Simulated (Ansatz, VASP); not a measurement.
## SiO2 in VASP and in Ansatz

File INCAR:

```
PREC = Accurate
ENCUT = 910
EDIFF = 1E-8
ISMEAR = -1
SIGMA = 0.02
LREAL = False
LASPH = True
NELM = 120
ALGO = Normal
ISIF = 2
LWAVE = False
LCHARG = False
GGA = PE
LEFG = True
NBANDS = 25
GGA_COMPAT = False
```

File KPOINTS:

```
Automatic mesh
0
Gamma
  6 6 6
```

The input POSCAR:

```
SiO2
1.0
   -2.3740500000      2.3740500000      3.7440000000
    2.3740500000     -2.3740500000      3.7440000000
    2.3740500000      2.3740500000     -3.7440000000
Si O
2 4
Direct
    0.0000000000      0.0000000000      0.0000000000
    0.7500000000      0.2500000000      0.5000000000
    1.0014241066      0.6250000000      0.8764241066
    0.3750000000      0.2514241066      0.3764241066
    0.7485758934      0.1250000000      0.1235758934
    0.8750000000     -0.0014241066      0.6235758934
```

Input for Ansatz:

```yaml
crystal:
  lattice:
    - [-2.37405, 2.37405, 3.744]
    - [2.37405, -2.37405, 3.744]
    - [2.37405, 2.37405, -3.744]
  atoms:
    - { symbol: Si, position: [0.0, 0.0, 0.0] }
    - { symbol: Si, position: [0.75, 0.25, 0.5] }
    - { symbol: O, position: [1.0014241066, 0.625, 0.8764241066] }
    - { symbol: O, position: [0.375, 0.2514241066, 0.3764241066] }
    - { symbol: O, position: [0.7485758934, 0.125, 0.1235758934] }
    - { symbol: O, position: [0.875, -0.0014241066, 0.6235758934] }
kpoints:
  mp_grid: { grid: [6, 6, 6] }
scf:
  occupations: { method: fermi_dirac, width: 0.02 }
  mixing: { algorithm: broyden, beta: 0.1 }
hamiltonian:
  xc: pbe
  pseudopotentials: { kind: paw, source: jth }
output:
  forces: true
  stress: true
  populations: true
  efg: { quadrupole_moments_barn: { O: -0.02558 }, contact_densities: true }
```

Alike in both runs: task electric field gradients; functional PBE; k mesh 6 × 6 × 6; occupations fermi-dirac, width 0.02 eV; no spin polarisation.

```csv
,VASP,Ansatz
version,VASP 6.6.1,Ansatz 0.2.0
potentials or method,"VASP PAW PBE potentials, release 64 (Si, O_h)","plane-wave PAW, scalar-relativistic"
plane-wave cutoff (eV),910,1380
valence electrons in the cell,32,32
```

```csv
,VASP,Ansatz,Ansatz less VASP
gap on the k mesh at the Fermi level (eV),6.03,6.00,-0.025
rms of the force components (eV/Å),0.002,0.073,+0.0703
size of Vzz on the site where it differs most (V/Å²),86.2,87.4,+1.18
```

Atom by atom the forces differ by 0.075 eV/Å (rms over components). With one functional, cell and mesh, what is left measures potentials, basis and numerics. Ansatz's warnings: radial quadrature taken.

Noted on VASP's run: the cutoff is short for stress, so the pressure is rough.
